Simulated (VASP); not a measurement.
# Ca (Fd-3m) in VASP: further runs, part 2 of 2

VASP 6.6.1.

## (3) Single point, BLYP (volume scaled by 0.92)

INCAR

```
SYSTEM = Ca
  PREC = Accurate
  ENCUT = 520
  EDIFF = 1E-6
  ISMEAR = -1
  SIGMA = 0.1
  LREAL = .FALSE.
  LASPH = .TRUE.
  NELM = 100
  ALGO = Normal
  ISIF = 2
  LWAVE = .FALSE.
  LCHARG = .TRUE.
  GGA = B5
  ALDAX = 1.0
  AGGAX = 1.0
  AGGAC = 1.0
  ALDAC = 0.0
  LELF = .TRUE.
  LVHAR = .TRUE.
  NBANDS = 17
```

KPOINTS

```
regular mesh
0
G
  7 7 7
  0 0 0
```

POSCAR

```
Ca
1.0
    0.0000000000      4.3928541879      4.3928541879
    4.3928541879      0.0000000000      4.3928541879
    4.3928541879      4.3928541879      0.0000000000
Ca
2
Direct
    0.1250000000      0.1250000000      0.1250000000
    0.8750000000      0.8750000000      0.8750000000
```

Potentials or basis: VASP PAW PBE potentials, release 64 (Ca_sv).

On the command line:

```bash
$ cat potpaw_PBE.64/Ca_sv/POTCAR > POTCAR
$ mpirun -np 1 vasp_std > vasp.out
```

OUTCAR:

```text
SYSTEM = Ca
   PREC = Accurate
   ENCUT = 520
   EDIFF = 1E-6
   ISMEAR = -1
   LREAL = .FALSE.
   LASPH = .TRUE.
   NELM = 100
   ISIF = 2
   GGA = B5

 ion  position               nearest neighbor table
   1  0.125  0.125  0.125-
   2  0.875  0.875  0.875-

  LATTYP: Found a face centered cubic cell.
 ALAT       =     8.7857083758

  Lattice vectors:

 A1 = (   0.0000000000,   4.3928541879,   4.3928541879)
 A2 = (   4.3928541879,   0.0000000000,   4.3928541879)
 A3 = (   4.3928541879,   4.3928541879,   0.0000000000)

Analysis of symmetry for initial positions (statically):
=====================================================================
 Subroutine PRICEL returns:
 Original cell was already a primitive cell.

 Routine SETGRP: Setting up the symmetry group for a
 face centered cubic supercell.

 Subroutine GETGRP returns: Found 48 space group operations
 (whereof 12 operations were pure point group operations)
 out of a pool of 48 trial point group operations.

The static configuration has the point symmetry D_3d.
 The point group associated with its full space group is O_h .

Analysis of symmetry for dynamics (positions and initial velocities):
=====================================================================
 Subroutine PRICEL returns:
 Original cell was already a primitive cell.

 Routine SETGRP: Setting up the symmetry group for a
 face centered cubic supercell.

 Subroutine GETGRP returns: Found 48 space group operations
 (whereof 12 operations were pure point group operations)
 out of a pool of 48 trial point group operations.

The dynamic configuration has the point symmetry D_3d.
 The point group associated with its full space group is O_h .

 Subroutine INISYM returns: Found 48 space group operations
 (whereof 12 operations are pure point group operations),
 and found     1 'primitive' translations

----------------------------------------------------------------------------------------

                                     Primitive cell

  volume of cell :     169.5393

  direct lattice vectors                    reciprocal lattice vectors
     0.000000000  4.392854188  4.392854188    -0.113821215  0.113821215  0.113821215
     4.392854188  0.000000000  4.392854188     0.113821215 -0.113821215  0.113821215
     4.392854188  4.392854188  0.000000000     0.113821215  0.113821215 -0.113821215

  length of vectors
     6.212433970  6.212433970  6.212433970     0.197144127  0.197144127  0.197144127

  position of ions in fractional coordinates (direct lattice)
     0.125000000  0.125000000  0.125000000
     0.875000000  0.875000000  0.875000000

  ion indices of the primitive-cell ions
   primitive index   ion index
                 1           1
                 2           2

----------------------------------------------------------------------------------------

 KPOINTS: regular mesh

Automatic generation of k-mesh.
 Grid dimensions read from file:
 generate k-points for:    7    7    7

 Generating k-lattice:

  Cartesian coordinates                     Fractional coordinates (reciprocal lattice)
    -0.016260174  0.016260174  0.016260174     0.142857143  0.000000000  0.000000000
     0.016260174 -0.016260174  0.016260174     0.000000000  0.142857143  0.000000000
     0.016260174  0.016260174 -0.016260174     0.000000000  0.000000000  0.142857143

  Length of vectors
     0.028163447  0.028163447  0.028163447

  Shift w.r.t. Gamma in fractional coordinates (k-lattice)
     0.000000000  0.000000000  0.000000000

 Subroutine IBZKPT returns following result:
 ===========================================

 Found     20 irreducible k-points:

 Following reciprocal coordinates:
            Coordinates               Weight
  0.000000  0.000000  0.000000      1.000000
  0.142857  0.000000  0.000000      8.000000
  0.285714  0.000000  0.000000      8.000000
  0.428571  0.000000  0.000000      8.000000
  0.142857  0.142857  0.000000      6.000000
  0.285714  0.142857  0.000000     24.000000
[... 12 lines left out ...]
 -0.428571  0.428571  0.142857     24.000000
 -0.285714  0.428571  0.142857     24.000000
   k-points           NKPTS =     20   k-points in BZ     NKDIM =     20   number of bands    NBANDS=     17
   number of dos      NEDOS =    301   number of ions     NIONS =      2
   total plane-waves  NPLWV = 110592
   dimension x,y,z NGX =    48 NGY =   48 NGZ =   48
   dimension x,y,z NGXF=    96 NGYF=   96 NGZF=   96
   ions per type =               2
   NGX,Y,Z   is equivalent  to a cutoff of  12.84, 12.84, 12.84 a.u.
   NGXF,Y,Z  is equivalent  to a cutoff of  25.69, 25.69, 25.69 a.u.
 SYSTEM =  Ca
   PREC   = accura    normal or accurate (medium, high low for compatibility)
   ISTART =      0    job   : 0-new  1-cont  2-samecut
   ICHARG =      2    charge: 1-file 2-atom 10-const
   ISPIN  =      1    spin polarized calculation?
   LNONCOLLINEAR =      F non collinear calculations
   LSORBIT =      F    spin-orbit coupling
   LASPH  =      T    aspherical Exc in radial PAW
   ENCUT  =  520.0 eV  38.22 Ry    6.18 a.u.  11.55 11.55 11.55*2*pi/ulx,y,z
   NELM   =    100;   NELMIN=  2; NELMDL= -5     # of ELM steps
   EDIFF  = 0.1E-05   stopping-criterion for ELM
   LREAL  =      F    real-space projection
   EDIFFG = 0.1E-04   stopping-criterion for IOM
   NSW    =      0    number of steps for IOM
   IBRION =     -1    ionic relax: 0-MD 1-quasi-New 2-CG
   NFREE  =      0    steps in history (QN), initial steepest desc. (CG)
   ISIF   =      2    stress and relaxation
   ISYM   =      2    0-nonsym 1-usesym 2-fastsym
   POTIM  = 0.5000    time-step for ionic-motion
   TEBEG  =    0.0;   TEEND  =   0.0 temperature during run
   PSTRESS=    0.0 pullay stress
   NELECT =      20.0000    total number of electrons
   NUPDOWN=      -1.0000    fix difference up-down
   EMIN   =  10.00;   EMAX   =-10.00  energy-range for DOS
   EFERMI =   0.00;   METHOD = LEGACY
   ISMEAR =    -1;   SIGMA  =   0.10  broadening in eV -4-tet -1-fermi 0-gaus
   EFERMI_NEDOS =   21; number of points for ismear=-14 and -15
   IALGO  =     38    algorithm
   IMIX   =      4    mixing-type and parameters
     AMIX     =   0.40;   BMIX     =  1.00
     AMIX_MAG =   1.60;   BMIX_MAG =  1.00
  volume/ion in A,a.u.               =      84.77       572.05
  Fermi-wavevector in a.u.,A,eV,Ry     =   0.802900  1.517261  8.770971  0.644648
  Thomas-Fermi vector in A             =   1.910665
   LORBIT       =      0    0 simple, 1 ext, 2 COOP (PROOUT), +10 PAW based schemes
   GGA     = B5    functional components
   LHFCALC =     F    Hartree Fock is set to
   AEXX    =    0.0000 exact exchange contribution
   IVDW    =     0    specifies the selected vdW correction
   LEPSILON=     F    determine dielectric tensor
   LRPA    =     F    only Hartree local field effects (RPA)
 non-spin polarized calculation
  energy-cutoff  :      520.00
  volume of cell :      169.54
 maximum number of plane-waves:      4597
 NGX is ok and might be reduce to    48
   NGX = 23   NGY = 23   NGZ = 23

 number of electron      20.0000004 magnetization

 Free energy of the ion-electron system (eV)
  ---------------------------------------------------
  ext. energy  EPLUGINS =         0.00000000
  ---------------------------------------------------
  free energy    TOTEN  =        -1.01564925 eV

  energy without entropy =       -0.90707964  energy(sigma->0) =       -0.96136445

 E-fermi :   0.2894     XC(G=0):  -5.0387

 val. band max:        0.2850732668   @ k =  -0.2857   0.4286   0.1429
 cond. band min:       0.3460827256   @ k =  -0.4286   0.2857   0.0000
 fundamental gap:      0.0610094588
 Fermi energy:         0.2893882340

 k-point     1 :       0.0000    0.0000    0.0000
  band No.  band energies     occupation
      1     -42.7938      2.00000
      2     -42.7810      2.00000
      3     -23.8918      2.00000
      4     -23.8918      2.00000
      5     -23.8918      2.00000
      6     -23.8419      2.00000
[... 9 lines left out ...]
     16       1.5482      0.00001
     17       1.5482      0.00001
[... 361 lines left out ...]
 k-point    20 :      -0.2857    0.4286    0.1429
  band No.  band energies     occupation
      1     -42.7883      2.00000
      2     -42.7865      2.00000
      3     -23.9011      2.00000
      4     -23.8996      2.00000
      5     -23.8720      2.00000
      6     -23.8622      2.00000
[... 9 lines left out ...]
     16       1.5923      0.00000
     17       2.0673      0.00000

------------------------ aborting loop because EDIFF is reached ----------------------------------------

  FORCE on cell =-STRESS in cart. coord.  units (eV):
  Direction    XX          YY          ZZ          XY          YZ          ZX
  --------------------------------------------------------------------------------------
  -------------------------------------------------------------------------------------
  Total        0.3241674      0.3241674      0.3241674     -0.0000000     -0.0000000      0.0000000
  in kB        3.0634412      3.0634412      3.0634412     -0.0000000     -0.0000000      0.0000000
  external PRESSURE =       3.0634412 kB  Pullay stress =       0.0000000 kB

 VOLUME and BASIS-vectors are now :
 -----------------------------------------------------------------------------
  energy-cutoff  :      520.00
  volume of cell :      169.54
      direct lattice vectors                 reciprocal lattice vectors
     0.000000000  4.392854188  4.392854188    -0.113821215  0.113821215  0.113821215
     4.392854188  0.000000000  4.392854188     0.113821215 -0.113821215  0.113821215
     4.392854188  4.392854188  0.000000000     0.113821215  0.113821215 -0.113821215

 POSITION                                       TOTAL-FORCE (eV/Angst)
 -----------------------------------------------------------------------------------
      1.09821      1.09821      1.09821         0.000000      0.000000     -0.000000
      7.68749      7.68749      7.68749        -0.000000     -0.000000      0.000000
 -----------------------------------------------------------------------------------
    total drift:                                0.000000      0.000000      0.000000

  FREE ENERGIE OF THE ION-ELECTRON SYSTEM (eV)
  ---------------------------------------------------
  free  energy   TOTEN  =        -1.0156492495 eV

  energy  without entropy=       -0.9070796414  energy(sigma->0) =       -0.96136445
```

Run time: 55 s. Hardware: 1 thread of Intel Xeon Platinum 8488C (Sapphire Rapids), shared host; peak memory 0.32 GiB.

What came out:

* Free energy: -1.0156 eV
* Pressure: 0.3 GPa
* Band gap on the k mesh: zero (band 10 reaches 0.78 eV, above the bottom of band 11 at 0.29 eV)

Levels at points of the mesh, in eV from the Fermi level:
| k point | band 8 | band 9 | band 10 | band 11 | band 12 | band 13 |
| --- | --- | --- | --- | --- | --- | --- |
| (0.00, 0.00, 0.00) | -24.13 | -2.92 | 0.49 | 0.49 | 0.49 | 0.75 |

Caveat: the PAW data sets were made with another functional, which shifts forces and pressure a little.
